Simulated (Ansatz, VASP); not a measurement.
## TiC in VASP and in Ansatz

```
Ti C
1.0
     3.04528    0.00000    0.00000
    -1.52264    2.63729    0.00000
     0.00000    0.00000    2.69390
Ti C
1 1
Direct
  0.00000 0.00000 0.00000
  0.33333 0.66667 0.50000
```

Alike in both runs: task single point; functional PBE; k mesh 16 × 16 × 14; occupations tetrahedron; no spin polarisation.

```csv
,VASP,Ansatz
version,VASP 6.6.1,Ansatz 0.2.0
potentials or method,"VASP PAW PBE potentials, release 64 (Ti_sv, C), cutoff 520 eV","all-electron LAPW, scalar-relativistic"
```

|  | VASP | Ansatz | Ansatz less VASP |
| --- | --- | --- | --- |
| pressure (GPa) | 0.1 | 0.0 | -0.15 |
| traceless stress, the component that is largest in VASP (GPa) | 0.37 | 0.15 | -0.218 |

Ansatz ran all-electron here, and VASP with PAW potentials. Ansatz's warnings: band table not solved further, tetrahedron derivatives may miss energy slope.
